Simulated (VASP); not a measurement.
# Sb (I4/mmm) in VASP: notebook, part 2 of 2

VASP 6.6.1. Earlier steps stand in the parts before.

## (4) Single point, PBEsol

This run uses another cell than the first one, of 20.43 Å³/atom.

INCAR reads:

```
SYSTEM = Sb
ALGO = Normal ; EDIFF = 1E-7
ENCUT = 520 ; GGA = PS
ISIF = 2 ; ISMEAR = -1
LASPH = .TRUE. ; LCHARG = .FALSE.
LREAL = .FALSE. ; LWAVE = .FALSE.
NBANDS = 8 ; NELM = 60
PREC = Accurate ; SIGMA = 0.05
```

KPOINTS reads:

```
k-points
0
G
  12 12 12
  0 0 0
```

POSCAR reads:

```
Sb
1.0
   -1.4694262810      1.4694262810      2.3649993362
    1.4694262810     -1.4694262810      2.3649993362
    1.4694262810      1.4694262810     -2.3649993362
Sb
1
Direct
    0.0000000000      0.0000000000      0.0000000000
```

Potentials or basis: VASP PAW PBE potentials, release 64 (Sb).

Command:

```bash
cat potpaw_PBE.64/Sb/POTCAR > POTCAR
mpirun -np 1 vasp_std > vasp.out
```

OUTCAR:

```text
SYSTEM = Sb
   EDIFF = 1E-7
   ENCUT = 520
   GGA = PS
   ISIF = 2
   ISMEAR = -1
   LASPH = .TRUE.
   LREAL = .FALSE.
   NELM = 60
   PREC = Accurate

 ion  position               nearest neighbor table
   1  0.000  0.000  0.000-

  LATTYP: Found a body centered tetragonal cell.
 ALAT       =     2.9388525620
 C/A-ratio  =     1.6094712384

  Lattice vectors:

 A1 = (  -1.4694262810,   1.4694262810,   2.3649993362)
 A2 = (   1.4694262810,  -1.4694262810,   2.3649993362)
 A3 = (   1.4694262810,   1.4694262810,  -2.3649993362)

Analysis of symmetry for initial positions (statically):
=====================================================================
 Subroutine PRICEL returns:
 Original cell was already a primitive cell.

 Routine SETGRP: Setting up the symmetry group for a
 body centered tetragonal supercell.

 Subroutine GETGRP returns: Found 16 space group operations
 (whereof 16 operations were pure point group operations)
 out of a pool of 16 trial point group operations.

The static configuration has the point symmetry D_4h.

Analysis of symmetry for dynamics (positions and initial velocities):
[... 154 lines left out ...]
  energy without entropy =       -3.87253601  energy(sigma->0) =       -3.87464113

 E-fermi :  12.4574     XC(G=0): -11.5675

 val. band max:       12.4537831699   @ k =  -0.3333  -0.4167   0.1667
 cond. band min:      12.4830448201   @ k =   0.3333   0.1667   0.0833
 fundamental gap:      0.0292616502
 Fermi energy:        12.4573671848

 k-point     1 :       0.0000    0.0000    0.0000
  band No.  band energies     occupation
      1      -3.0103      2.00000
      2      20.0254      0.00000
      3      20.0254      0.00000
      4      20.0405      0.00000
      5      22.7644      0.00000
      6      23.0795      0.00000
      7      23.8951      0.00000
      8      23.8951      0.00000
[... 243 lines left out ...]
 k-point    24 :      -0.4167    0.1667    0.0000
  band No.  band energies     occupation
      1       1.1204      2.00000
      2       8.1837      2.00000
      3      14.5962      0.00000
      4      16.0818      0.00000
      5      19.1551      0.00000
      6      22.9364      0.00000
      7      24.4003      0.00000
      8      27.9389      0.00000

 [... further k-points ...]
[... 5 lines left out ...]
  --------------------------------------------------------------------------------------
  -------------------------------------------------------------------------------------
  Total        3.8939733      3.8939733      3.8658423      0.0000000      0.0000000      0.0000000
  in kB      305.4336842    305.4336842    303.2271589      0.0000000      0.0000000      0.0000000
  external PRESSURE =     304.6981758 kB  Pullay stress =       0.0000000 kB

 VOLUME and BASIS-vectors are now :
 -----------------------------------------------------------------------------
  energy-cutoff  :      520.00
  volume of cell :       20.43
      direct lattice vectors                 reciprocal lattice vectors
    -1.469426281  1.469426281  2.364999336     0.000000000  0.340268856  0.211416550
     1.469426281 -1.469426281  2.364999336     0.340268856  0.000000000  0.211416550
     1.469426281  1.469426281 -2.364999336     0.340268856  0.340268856  0.000000000

 POSITION                                       TOTAL-FORCE (eV/Angst)
 -----------------------------------------------------------------------------------
      0.00000      0.00000      0.00000         0.000000     -0.000000     -0.000000
 -----------------------------------------------------------------------------------
    total drift:                                0.000000     -0.000000      0.000000

  FREE ENERGIE OF THE ION-ELECTRON SYSTEM (eV)
  ---------------------------------------------------
  free  energy   TOTEN  =        -3.8767462464 eV

  energy  without entropy=       -3.8725360069  energy(sigma->0) =       -3.87464113
```

OSZICAR:

```text
N       E                     dE             d eps       ncg     rms          rms(c)
DAV:   1     0.488358743378E+01    0.48836E+01   -0.18149E+03  2672   0.426E+02
DAV:   2    -0.380731819632E+01   -0.86909E+01   -0.83770E+01  3592   0.555E+01
DAV:   3    -0.388957106078E+01   -0.82253E-01   -0.82182E-01  3248   0.591E+00
DAV:   4    -0.388977751977E+01   -0.20646E-03   -0.20646E-03  3912   0.336E-01
DAV:   5    -0.388977791249E+01   -0.39272E-06   -0.39297E-06  3488   0.942E-03    0.287E+00
DAV:   6    -0.388163166945E+01    0.81462E-02   -0.56752E-04  3552   0.120E-01    0.172E+00
DAV:   7    -0.387675910778E+01    0.48726E-02   -0.13816E-03  3344   0.186E-01    0.284E-02
DAV:   8    -0.387674687154E+01    0.12236E-04   -0.46201E-05  3296   0.440E-02    0.928E-03
DAV:   9    -0.387674666850E+01    0.20305E-06   -0.10178E-06  4120   0.678E-03    0.417E-03
DAV:  10    -0.387674629404E+01    0.37446E-06   -0.27674E-08  2776   0.107E-03    0.582E-04
DAV:  11    -0.387674624641E+01    0.47627E-07   -0.19044E-09  1968   0.295E-04
   1 F= -.38767462E+01 E0= -.38746411E+01  d E =-.421024E-02
```

stdout:

```text
POSCAR found type information on POSCAR Sb
 POSCAR found :  1 types and       1 ions
 scaLAPACK will be used
 -----------------------------------------------------------------------------
|                                                                             |
|                                                                             |
|     You enforced a specific xc type in the INCAR file but a different       |
|     I HOPE YOU KNOW WHAT YOU ARE DOING!                                     |
|                                                                             |
 -----------------------------------------------------------------------------

 LDA part: xc-table for (Slater+PW92), standard interpolation
 POSCAR, INCAR and KPOINTS ok, starting setup
 FFT: planning ... GRIDC
 FFT: planning ... GRID_SOFT
 FFT: planning ... GRID
 WAVECAR not read
 entering main loop
```

Wall time 21 s (1 thread of Intel Xeon 8259CL, shared host); peak memory 0.15 GiB.

What came out:

```yaml
Free_energy: -3.8767 eV
Pressure: 30.5 GPa
Band_gap_on_the_k_mesh: zero (an odd number of electrons rules out a gap without spin polarisation)
```

Caveat: the cell stands under pressure; the PAW data sets were made with another functional, which shifts forces and pressure a little; spin-orbit coupling is left out, which moves the levels of the heavy elements.

## (5) Single point, PBEsol

This run uses another cell than the first one, of 21.70 Å³/atom.

INCAR reads:

```
PREC     = Accurate       # precision mode
ENCUT    = 520            # plane-wave cutoff, eV
EDIFF    = 1E-6           # SCF threshold, eV
ISMEAR   = -1             # smearing method
SIGMA    = 0.05           # smearing width, eV
LREAL    = False          # projectors in reciprocal space
LASPH    = True           # aspherical terms in the spheres
NELM     = 60             # most SCF steps
ALGO     = Normal         # electronic algorithm
ISIF     = 2              # what is computed and relaxed
LWAVE    = False          # write WAVECAR
LCHARG   = False          # write CHGCAR
GGA      = PS             # functional
NBANDS   = 8              # bands
```

KPOINTS reads:

```
regular mesh
0
Gamma
  12 12 12
```

POSCAR reads:

```
Sb
1.0
   -1.5002146783      1.5002146783      2.4102521130
    1.5002146783     -1.5002146783      2.4102521130
    1.5002146783      1.5002146783     -2.4102521130
Sb
1
Direct
    0.0000000000      0.0000000000      0.0000000000
```

Command:

```bash
cat potpaw_PBE.64/Sb/POTCAR > POTCAR
mpirun -np 1 vasp_std > vasp.out
```

Run time: 18 s. Hardware: 1 thread of Intel Xeon 8259CL, shared host; peak memory 0.16 GiB.

It converged, with:

```
Free energy            : -4.0762 eV
Pressure               : 20.2 GPa
Band gap on the k mesh : zero (an odd number of electrons rules out a gap without spin polarisation)
```

Stress tensor (GPa, compression positive):
```
20.27  0.00  0.00
 0.00 20.27  0.00
 0.00  0.00 20.16
```

Levels at points of the mesh, in eV from the Fermi level:
| k point | band 1 | band 2 | band 3 | band 4 | band 5 |
| --- | --- | --- | --- | --- | --- |
| (0.00, 0.00, 0.00) | -14.84 | 7.00 | 7.06 | 7.06 | 10.38 |
| (0.50, 0.00, 0.00) | -9.71 | -7.31 | 3.19 | 6.20 | 7.64 |
| (0.50, 0.50, 0.00) | -6.63 | -5.74 | -0.66 | 0.45 | 3.81 |
| (0.50, 0.50, 0.50) | -8.97 | -6.90 | 1.77 | 1.77 | 5.58 |

Caveat: the cell stands under pressure; the PAW data sets were made with another functional, which shifts forces and pressure a little; spin-orbit coupling is left out, which moves the levels of the heavy elements.

## (6) Single point, PBEsol

This run uses another cell than the first one, of 23.47 Å³/atom.

INCAR reads:

```
SYSTEM = Sb
  PREC = Accurate
  ENCUT = 520
  EDIFF = 1E-7
  ISMEAR = -1
  SIGMA = 0.05
  LREAL = .FALSE.
  LASPH = .TRUE.
  NELM = 100
  ALGO = Normal
  ISIF = 2
  LWAVE = .FALSE.
  LCHARG = .TRUE.
  GGA = PS
  LELF = .TRUE.
  LVHAR = .TRUE.
  NBANDS = 8
```

KPOINTS reads:

```
Automatic mesh
0
G
  12 12 12
  0 0 0
```

POSCAR reads:

```
Sb
1.0
   -1.5367671543      1.5367671543      2.4848959214
    1.5367671543     -1.5367671543      2.4848959214
    1.5367671543      1.5367671543     -2.4848959214
Sb
1
Direct
    0.0000000000      0.0000000000      0.0000000000
```

Potentials or basis: VASP PAW PBE potentials, release 64 (Sb).

Command:

```bash
cat potpaw_PBE.64/Sb/POTCAR > POTCAR
mpirun -np 1 vasp_std > vasp.out
```

It took 52 s on 1 thread of Intel Xeon 8259CL, shared host; peak memory 0.17 GiB.

It converged, with:

```yaml
Free_energy: -4.2404 eV
Pressure: 10.1 GPa
Band_gap_on_the_k_mesh: zero (an odd number of electrons rules out a gap without spin polarisation)
```

Levels at points of the mesh, in eV from the Fermi level:
```tsv
k point	band 1	band 2	band 3	band 4	band 5	band 6
(0.00, 0.00, 0.00)	-14.09	6.24	6.42	6.42	10.07	10.45
(0.50, 0.00, 0.00)	-9.48	-6.73	2.84	5.71	7.29	10.15
(0.50, 0.50, 0.00)	-6.71	-5.27	-0.67	0.48	3.70	4.31
(0.50, 0.50, 0.50)	-8.91	-6.37	1.75	1.75	5.58	5.83
```

Caveat: the cell stands under pressure; the PAW data sets were made with another functional, which shifts forces and pressure a little; spin-orbit coupling is left out, which moves the levels of the heavy elements.

## (7) Summary

| level | spin | cell | k mesh | grid for exact exchange (PRECFOCK) | share of exact exchange | screening parameter | gap on the mesh (eV) | pressure (GPa) |
| --- | --- | --- | --- | --- | --- | --- | --- | --- |
| PBEsol | non-collinear, zero start, SOC | a = 3.511 Å, angles 126.6, 126.6, 78.8°, 1 atom | 12 × 12 × 12 | - | - | - | - | -1.1 |
| HSE06 | off | a = 3.534 Å, angles 126.6, 126.6, 78.8°, 1 atom | 8 × 8 × 8 | Normal | 0.25 | 0.2079 1/Å | none | -2.6 |
| PBEsol | off | a = 3.148 Å, angles 124.4, 124.4, 82.6°, 1 atom | 12 × 12 × 12 | - | - | - | none | 30.5 |
| PBEsol | off | a = 3.211 Å, angles 124.3, 124.3, 82.7°, 1 atom | 12 × 12 × 12 | - | - | - | none | 20.2 |
| PBEsol | off | a = 3.301 Å, angles 124.5, 124.5, 82.3°, 1 atom | 12 × 12 × 12 | - | - | - | none | 10.1 |

Alike in all rows: task single point; potentials or basis VASP PAW PBE potentials, release 64 (Sb); cutoff (eV) 520; smearing fermi-dirac 0.05 eV.

Caveats: the PAW data sets were made with another functional, which shifts forces and pressure a little; spin-orbit coupling is left out, which moves the levels of the heavy elements (at least some runs); the cell stands under pressure (at least some runs).

Absolute energies hang on the potentials; compare differences alone.

The gap in the log of VASP goes by the Fermi energy; the results here count the filled bands.